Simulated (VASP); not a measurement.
Here is a VASP 6.6.1 calculation.

File INCAR:

```
SYSTEM = In
PREC = Accurate ; ENCUT = 520
EDIFF = 1E-6 ; ISMEAR = 0
SIGMA = 0.1 ; LREAL = .FALSE.
LASPH = .TRUE. ; NELM = 60
ALGO = Fast ; ISIF = 2
LWAVE = .FALSE. ; LCHARG = .FALSE.
GGA = PS ; NBANDS = 20
```

The input KPOINTS:

```
Automatic mesh
0
G
  6 6 4
  0 0 0
```

POSCAR

```
In
1.0
    3.3188876381      0.0000000000      0.0000000000
   -1.6594438191      2.8742410069      0.0000000000
    0.0000000000      0.0000000000      5.3694414286
In
2
Direct
    0.3333333333      0.6666666667      0.2500000000
    0.6666666667      0.3333333333      0.7500000000
```

Potentials or basis: VASP PAW PBE potentials, release 64 (In_d).

The run is started by

```console
$ cat potpaw_PBE.64/In_d/POTCAR > POTCAR
$ mpirun -np 1 vasp_std > vasp.out
```

(1) Predict the band gap on the k mesh.

(2) Predict the pressure.

Answers

(1) zero (band 13 reaches 11.33 eV, above the bottom of band 14 at 4.86 eV).

(2) -0.1 GPa.

Caveat: the k points lie up to 0.36 Å⁻¹ apart; the PAW data sets were made with another functional, which shifts forces and pressure a little; spin-orbit coupling is left out, which moves the levels of the heavy elements.
